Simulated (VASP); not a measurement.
# Al15Pt8 (a cell with a defect) in VASP: single point with PBE

Aim: the single point of Al15Pt8 (a cell with a defect) with PBE.

Program: VASP 6.6.1. These are calculated values, not measurements. Logs are shortened: lines on timing, memory, paths and dates and some standing lists are left out, and cuts for length are marked.

### Step 1. The cell of the first run

The cell holds a defect, 23 atoms: a = 8.422 Å, b = 8.422 Å, c = 8.422 Å, α = 60.00°, β = 60.00°, γ = 60.00°.

### Step 2. Single point, PBE

File INCAR:

```
ALGO = Normal
EDIFF = 1E-6
ENCUT = 520
GGA = PE
ISIF = 2
ISMEAR = 1
LASPH = T
LCHARG = F
LREAL = Auto
LWAVE = F
NBANDS = 80
NELM = 80
PREC = Accurate
SIGMA = 0.15
```

File KPOINTS:

```
k-points
0
Gamma
  2 2 2
```

File POSCAR:

```
Al15Pt8
1.0
    0.0000000000      5.9552360000      5.9552360000
    5.9552360000      0.0000000000      5.9552360000
    5.9552360000      5.9552360000      0.0000000000
Pt Al
8 15
Direct
    0.0006124862      0.0000012594     -0.0002919280
    0.0005501041      0.0000196466      0.4995635773
    0.0116259876      0.4962422144     -0.0039424970
    0.0004909965      0.5003391973      0.4995163920
    0.4970373970      0.0105824521     -0.0038381350
    0.5006974535      0.0000200664      0.4995816287
    0.4969363095      0.4963354937     -0.0038824658
    0.4969441177      0.4962131643      0.5107375258
    0.1220798806      0.1212975439      0.1282487377
    0.3770926962      0.3764856674      0.3731991478
    0.1255721856      0.1250633896      0.6246370421
    0.3757017354      0.3746591235      0.8748482008
    0.1219423546      0.6286833133      0.1282591488
    0.1219143960      0.6286357081      0.6210810117
    0.3770585246      0.8735973688      0.8760852635
    0.6292701079      0.1212479237      0.1283020522
    0.8740553691      0.3765150533      0.3731225765
    0.6292311505      0.1212403673      0.6211495229
    0.8741291697      0.3764896135      0.8761955865
    0.3771116711      0.8734950219      0.3731674110
    0.8755473335      0.8751456701      0.3745866663
    0.6292166255      0.6286697118      0.6210468401
    0.8740986084      0.8735132411      0.8761656969
```

Potentials or basis: VASP PAW PBE potentials, release 64 (Pt, Al).

Launch:

```bash
$ cat potpaw_PBE.64/Pt/POTCAR potpaw_PBE.64/Al/POTCAR > POTCAR
$ mpirun -np 1 vasp_std > vasp.out
```

OUTCAR:

```text
EDIFF = 1E-6
   ENCUT = 520
   GGA = PE
   ISIF = 2
   ISMEAR = 1
   LASPH = T
   LREAL = Auto
   NELM = 80
   PREC = Accurate

 ion  position               nearest neighbor table
   1  0.001  0.000  1.000-   9 2.55  13 2.55  16 2.55  21 2.58  11 2.58  15 2.59  19 2.59  23 2.59

   2  0.001  0.000  0.500-   9 2.55  18 2.55  14 2.55  21 2.58  11 2.58  17 2.59  20 2.59  23 2.59

   3  0.012  0.496  0.996-  12 2.50   9 2.58  13 2.58  14 2.58  17 2.59  19 2.59  23 2.60
   4  0.000  0.500  0.500-  13 2.55  22 2.55  14 2.55  21 2.58  11 2.58  10 2.59  17 2.59  19 2.59

   5  0.497  0.011  0.996-  12 2.50   9 2.58  18 2.58  16 2.58  20 2.59  15 2.59  23 2.59
   6  0.501  0.000  0.500-  16 2.55  18 2.55  22 2.55  21 2.58  11 2.58  10 2.59  15 2.59  20 2.59

   7  0.497  0.496  0.996-  12 2.50  13 2.58  22 2.58  16 2.58  10 2.59  19 2.60  15 2.60
   8  0.497  0.496  0.511-  12 2.50  18 2.58  14 2.58  22 2.58  17 2.59  10 2.59  20 2.60
   9  0.122  0.121  0.128-   1 2.55   2 2.55   3 2.58   5 2.58  21 2.93  15 2.98  20 2.98  19 2.98
                            17 2.98  12 3.02
  10  0.377  0.376  0.373-   6 2.59   4 2.59   7 2.59   8 2.59  14 2.98  18 2.98  13 2.98  16 2.98
                            11 3.00
  11  0.126  0.125  0.625-   1 2.58   6 2.58   2 2.58   4 2.58  15 3.00  10 3.00  19 3.00  23 3.00
                            17 3.00  20 3.00
  12  0.376  0.375  0.875-   3 2.50   5 2.50   8 2.50   7 2.50   9 3.02  16 3.02  18 3.02  13 3.02
                            22 3.02  14 3.02
  13  0.122  0.629  0.128-   4 2.55   1 2.55   3 2.58   7 2.58  21 2.93  23 2.98  15 2.98  17 2.98
                            10 2.98  12 3.02
  14  0.122  0.629  0.621-   4 2.55   2 2.55   3 2.58   8 2.58  21 2.94  19 2.98  23 2.98  10 2.98
                            20 2.98  12 3.02
  15  0.377  0.874  0.876-   1 2.59   6 2.59   5 2.59   7 2.60  18 2.98   9 2.98  22 2.98  13 2.98
                            11 3.00
  16  0.629  0.121  0.128-   6 2.55   1 2.55   5 2.58   7 2.58  21 2.93  23 2.98  20 2.98  19 2.98
                            10 2.98  12 3.02
  17  0.874  0.377  0.373-   2 2.59   4 2.59   3 2.59   8 2.59  13 2.98  22 2.98   9 2.98  18 2.98
                            11 3.00
  18  0.629  0.121  0.621-   2 2.55   6 2.55   8 2.58   5 2.58  21 2.93  15 2.98  23 2.98  10 2.98
                            17 2.98  12 3.02
  19  0.874  0.376  0.876-   1 2.59   4 2.59   3 2.59   7 2.60  14 2.98   9 2.98  22 2.98  16 2.98
                            11 3.00
  20  0.377  0.873  0.373-   6 2.59   2 2.59   5 2.59   8 2.60  16 2.98   9 2.98  22 2.98  14 2.98
                            11 3.00
  21  0.876  0.875  0.375-   4 2.58   6 2.58   2 2.58   1 2.58  16 2.93  18 2.93   9 2.93  13 2.93
                            22 2.93  14 2.94
  22  0.629  0.629  0.621-   4 2.55   6 2.55   8 2.58   7 2.58  21 2.93  15 2.98  20 2.98  19 2.98
                            17 2.98  12 3.02
  23  0.874  0.874  0.876-   1 2.59   2 2.59   5 2.59   3 2.60  16 2.98  18 2.98  13 2.98  14 2.98
                            11 3.00

  LATTYP: Found a face centered cubic cell.
 ALAT       =    11.9104720000

  Lattice vectors:

 A1 = (   0.0000000000,   5.9552360000,   5.9552360000)
 A2 = (   5.9552360000,   0.0000000000,   5.9552360000)
 A3 = (   5.9552360000,   5.9552360000,   0.0000000000)

Analysis of symmetry for initial positions (statically):
=====================================================================
 Subroutine PRICEL returns:
 Original cell was already a primitive cell.

 Routine SETGRP: Setting up the symmetry group for a
 face centered cubic supercell.

 Subroutine GETGRP returns: Found  1 space group operations
 (whereof  1 operations were pure point group operations)
 out of a pool of 48 trial point group operations.

The static configuration has the point symmetry C_1 .

Analysis of symmetry for dynamics (positions and initial velocities):
=====================================================================
 Subroutine PRICEL returns:
 Original cell was already a primitive cell.

 Routine SETGRP: Setting up the symmetry group for a
 face centered cubic supercell.

 Subroutine GETGRP returns: Found  1 space group operations
 (whereof  1 operations were pure point group operations)
 out of a pool of 48 trial point group operations.

The dynamic configuration has the point symmetry C_1 .

 Subroutine INISYM returns: Found  1 space group operations
 (whereof  1 operations are pure point group operations),
 and found     1 'primitive' translations

----------------------------------------------------------------------------------------

                                     Primitive cell

  volume of cell :     422.4029

  direct lattice vectors                    reciprocal lattice vectors
     0.000000000  5.955236000  5.955236000    -0.083959729  0.083959729  0.083959729
     5.955236000  0.000000000  5.955236000     0.083959729 -0.083959729  0.083959729
     5.955236000  5.955236000  0.000000000     0.083959729  0.083959729 -0.083959729

  length of vectors
     8.421975518  8.421975518  8.421975518     0.145422516  0.145422516  0.145422516

  position of ions in fractional coordinates (direct lattice)
     0.000612486  0.000001259  0.999708072
     0.000550104  0.000019647  0.499563577
     0.011625988  0.496242214  0.996057503
     0.000490996  0.500339197  0.499516392
     0.497037397  0.010582452  0.996161865
     0.500697454  0.000020066  0.499581629
[... 15 lines left out ...]
     0.629216625  0.628669712  0.621046840
     0.874098608  0.873513241  0.876165697

  ion indices of the primitive-cell ions
   primitive index   ion index
                 1           1
                 2           2
                 3           3
                 4           4
                 5           5
                 6           6
[... 15 lines left out ...]
                22          22
                23          23

----------------------------------------------------------------------------------------

 KPOINTS: k-points

Automatic generation of k-mesh.
 Grid dimensions read from file:
 generate k-points for:    2    2    2

 Generating k-lattice:

  Cartesian coordinates                     Fractional coordinates (reciprocal lattice)
    -0.041979864  0.041979864  0.041979864     0.500000000  0.000000000  0.000000000
     0.041979864 -0.041979864  0.041979864     0.000000000  0.500000000  0.000000000
     0.041979864  0.041979864 -0.041979864     0.000000000  0.000000000  0.500000000

  Length of vectors
     0.072711258  0.072711258  0.072711258

  Shift w.r.t. Gamma in fractional coordinates (k-lattice)
     0.000000000  0.000000000  0.000000000

 Subroutine IBZKPT returns following result:
 ===========================================

 Found      8 irreducible k-points:

 Following reciprocal coordinates:
            Coordinates               Weight
  0.000000  0.000000  0.000000      1.000000
  0.500000  0.000000  0.000000      1.000000
  0.000000  0.500000  0.000000      1.000000
  0.000000  0.000000  0.500000      1.000000
  0.500000  0.500000  0.500000      1.000000
  0.500000  0.500000  0.000000      1.000000
  0.000000  0.500000  0.500000      1.000000
  0.500000  0.000000  0.500000      1.000000
   k-points           NKPTS =      8   k-points in BZ     NKDIM =      8   number of bands    NBANDS=     80
   number of dos      NEDOS =    301   number of ions     NIONS =     23
   total plane-waves  NPLWV = 262144
   dimension x,y,z NGX =    64 NGY =   64 NGZ =   64
   dimension x,y,z NGXF=   128 NGYF=  128 NGZF=  128
   ions per type =               8  15
   NGX,Y,Z   is equivalent  to a cutoff of  12.63, 12.63, 12.63 a.u.
   NGXF,Y,Z  is equivalent  to a cutoff of  25.27, 25.27, 25.27 a.u.
 SYSTEM =  unknown system
   PREC   = accura    normal or accurate (medium, high low for compatibility)
   ISTART =      0    job   : 0-new  1-cont  2-samecut
   ICHARG =      2    charge: 1-file 2-atom 10-const
   ISPIN  =      1    spin polarized calculation?
   LNONCOLLINEAR =      F non collinear calculations
   LSORBIT =      F    spin-orbit coupling
   LASPH  =      T    aspherical Exc in radial PAW
   ENCUT  =  520.0 eV  38.22 Ry    6.18 a.u.  15.66 15.66 15.66*2*pi/ulx,y,z
   NELM   =     80;   NELMIN=  2; NELMDL= -5     # of ELM steps
   EDIFF  = 0.1E-05   stopping-criterion for ELM
   LREAL  =      T    real-space projection
   EDIFFG = 0.1E-04   stopping-criterion for IOM
   NSW    =      0    number of steps for IOM
   IBRION =     -1    ionic relax: 0-MD 1-quasi-New 2-CG
   NFREE  =      0    steps in history (QN), initial steepest desc. (CG)
   ISIF   =      2    stress and relaxation
   ISYM   =      2    0-nonsym 1-usesym 2-fastsym
   POTIM  = 0.5000    time-step for ionic-motion
   TEBEG  =    0.0;   TEEND  =   0.0 temperature during run
   PSTRESS=    0.0 pullay stress
   NELECT =     125.0000    total number of electrons
   NUPDOWN=      -1.0000    fix difference up-down
   EMIN   =  10.00;   EMAX   =-10.00  energy-range for DOS
   EFERMI =   0.00;   METHOD = LEGACY
   ISMEAR =     1;   SIGMA  =   0.15  broadening in eV -4-tet -1-fermi 0-gaus
   EFERMI_NEDOS =   21; number of points for ismear=-14 and -15
   IALGO  =     38    algorithm
   IMIX   =      4    mixing-type and parameters
     AMIX     =   0.40;   BMIX     =  1.00
     AMIX_MAG =   1.60;   BMIX_MAG =  1.00
  volume/ion in A,a.u.               =      18.37       123.94
  Fermi-wavevector in a.u.,A,eV,Ry     =   1.090944  2.061586 16.193099  1.190159
  Thomas-Fermi vector in A             =   2.227179
   LORBIT       =      0    0 simple, 1 ext, 2 COOP (PROOUT), +10 PAW based schemes
   GGA     = PE    functional components
   LHFCALC =     F    Hartree Fock is set to
   AEXX    =    0.0000 exact exchange contribution
   IVDW    =     0    specifies the selected vdW correction
   LEPSILON=     F    determine dielectric tensor
   LRPA    =     F    only Hartree local field effects (RPA)
 non-spin polarized calculation
 Methfessel and Paxton  Order N= 1 SIGMA  =   0.15
  energy-cutoff  :      520.00
  volume of cell :      422.40
 maximum number of plane-waves:     11414
 NGX is ok and might be reduce to    64
   NGX = 31   NGY = 31   NGZ = 31

 number of electron     124.9999998 magnetization

 Free energy of the ion-electron system (eV)
  ---------------------------------------------------
  ext. energy  EPLUGINS =         0.00000000
  ---------------------------------------------------
  free energy    TOTEN  =      -123.86168889 eV

  energy without entropy =     -123.79767393  energy(sigma->0) =     -123.84035057

 E-fermi :   6.9951     XC(G=0): -10.4045

 val. band max:        6.9289783508   @ k =   0.0000   0.0000   0.5000
 cond. band min:       6.9963553045   @ k =   0.0000   0.5000   0.0000
 fundamental gap:      0.0673769537
 Fermi energy:         6.9950800554

 k-point     1 :       0.0000    0.0000    0.0000
  band No.  band energies     occupation
      1      -2.7387      2.00000
      2      -0.5118      2.00000
      3      -0.5113      2.00000
      4      -0.5106      2.00000
      5      -0.3388      2.00000
      6       1.1406      2.00000
[... 66 lines left out ...]
     73      10.6351      0.00000
     74      10.6359      0.00000

 k-point     2 :       0.5000    0.0000    0.0000
  band No.  band energies     occupation
      1      -2.0414      2.00000
      2      -1.8266      2.00000
      3      -0.1405      2.00000
      4      -0.1295      2.00000
      5      -0.1286      2.00000
      6       0.0406      2.00000
[... 454 lines left out ...]
 k-point     8 :       0.5000    0.0000    0.5000
  band No.  band energies     occupation
      1      -1.7611      2.00000
      2      -1.5501      2.00000
      3      -0.8689      2.00000
      4      -0.7231      2.00000
      5      -0.7229      2.00000
      6      -0.1998      2.00000
[... 66 lines left out ...]
     73      10.1939      0.00000
     74      10.4398      0.00000
 [bands above 74 left out]

------------------------ aborting loop because EDIFF is reached ----------------------------------------

  FORCE on cell =-STRESS in cart. coord.  units (eV):
  Direction    XX          YY          ZZ          XY          YZ          ZX
  --------------------------------------------------------------------------------------
  -------------------------------------------------------------------------------------
  Total       -2.7527820     -2.7482665     -2.7704020      0.0103130      0.0006564     -0.0069584
  in kB      -10.4413217    -10.4241944    -10.5081546      0.0391174      0.0024899     -0.0263934
  external PRESSURE =     -10.4578902 kB  Pullay stress =       0.0000000 kB

 VOLUME and BASIS-vectors are now :
 -----------------------------------------------------------------------------
  energy-cutoff  :      520.00
  volume of cell :      422.40
      direct lattice vectors                 reciprocal lattice vectors
     0.000000000  5.955236000  5.955236000    -0.083959729  0.083959729  0.083959729
     5.955236000  0.000000000  5.955236000     0.083959729 -0.083959729  0.083959729
     5.955236000  5.955236000  0.000000000     0.083959729  0.083959729 -0.083959729

 POSITION                                       TOTAL-FORCE (eV/Angst)
 -----------------------------------------------------------------------------------
      5.95350      5.95714      0.00365         0.002989      0.002101     -0.002621
      2.97514      2.97829      0.00339        -0.003902     -0.000210     -0.001859
      8.88700      6.00099      3.02447         0.002065     -0.004000      0.002186
      5.95438      2.97766      2.98256        -0.000602      0.001765     -0.000598
      5.99540      8.89235      3.02300        -0.002566      0.003573      0.002083
      2.97525      5.95690      2.98189        -0.004677      0.004953      0.003331
[... 15 lines left out ...]
      7.44236      7.44561      7.49101         0.000914     -0.000516     -0.000157
     10.41975     10.42324     10.40744        -0.002096      0.001003      0.022881
 -----------------------------------------------------------------------------------
    total drift:                                0.002146     -0.001256     -0.007244

  FREE ENERGIE OF THE ION-ELECTRON SYSTEM (eV)
  ---------------------------------------------------
  free  energy   TOTEN  =      -123.8616888938 eV

  energy  without entropy=     -123.7976739269  energy(sigma->0) =     -123.84035057
```

Wall time 8.5 min (1 thread of Intel Xeon Platinum 8375C at 2.90GHz (Ice Lake), shared host); peak memory 0.62 GiB.

Results:

| Item | Value |
| --- | --- |
| Free energy | -123.8617 eV |
| Pressure | -1.0 GPa |
| Largest force | 0.024 eV/Å |
| Band gap on the k mesh | zero (an odd number of electrons rules out a gap without spin polarisation) |

Forces on the atoms (eV/Å):
```
Pt   0.003  0.002 -0.003
Pt  -0.004  0.000 -0.002
Pt   0.002 -0.004  0.002
Pt  -0.001  0.002 -0.001
Pt  -0.003  0.004  0.002
Pt  -0.005  0.005  0.003
Pt  -0.004  0.000  0.003
Pt   0.002 -0.001  0.004
Al   0.001  0.001 -0.003
Al   0.001 -0.002 -0.022
Al   0.001 -0.003 -0.003
Al   0.006 -0.004  0.003
Al   0.000  0.002  0.002
Al  -0.001 -0.002  0.004
Al  -0.001 -0.020 -0.005
Al   0.002  0.001  0.003
Al   0.002  0.024 -0.001
Al  -0.004 -0.001  0.002
Al  -0.022 -0.004 -0.002
Al   0.023  0.000 -0.006
Al   0.001  0.000 -0.003
Al   0.001 -0.001  0.000
Al  -0.002  0.001  0.023
```

Caveat: the k points lie up to 0.46 Å⁻¹ apart, too coarse for converged energies and pressures of a metal; spin-orbit coupling is left out, which moves the levels of the heavy elements.

The gap in the log of VASP goes by the Fermi energy; the results here count the filled bands.